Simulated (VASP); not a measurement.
Crystal: TiO2.

```xyz
3
Lattice="0.0000 2.4206 2.4206 2.4206 0.0000 2.4206 2.4206 2.4206 0.0000" Properties=species:S:1:pos:R:3 pbc="T T T"
Ti    0.0000    0.0000    0.0000
O     1.2103    1.2103    1.2103
O     3.6308    3.6308    3.6308
```

This cell differs from its parent crystal: volume changed by +3%.

Base run:

```yaml
Program: VASP 6.6.1
Functional: r2SCAN
Potentials_or_basis: VASP PAW PBE potentials, release 64 (Ti_sv, O_h)
Cutoff: 910 eV
k_mesh: 8 × 8 × 8
Occupations: gaussian, width 0.01 eV
Spin: no spin polarisation
```

Its results: band gap on the k mesh 1.51 eV, indirect (least direct gap 2.17 eV); pressure -6.7 GPa.

Question: The run is repeated on the same cell with these changes: potentials or basis from VASP PAW PBE potentials, release 64 (Ti_sv, O_h) to VASP PAW PBE potentials, release 64 (Ti_sv, O); cutoff from 910 eV to 520 eV. What comes out?

Answer: Band gap on the k mesh 1.51 eV, indirect (least direct gap 2.17 eV); pressure -6.3 GPa.

Caveats: the PAW data sets were made with another functional, which shifts forces and pressure a little; the cutoff is under 1.25 times the usual one of these potentials, so pressure, stress and relaxed cells hold a basis-set (Pulay) error (some runs).

A k mesh can miss the band edges.
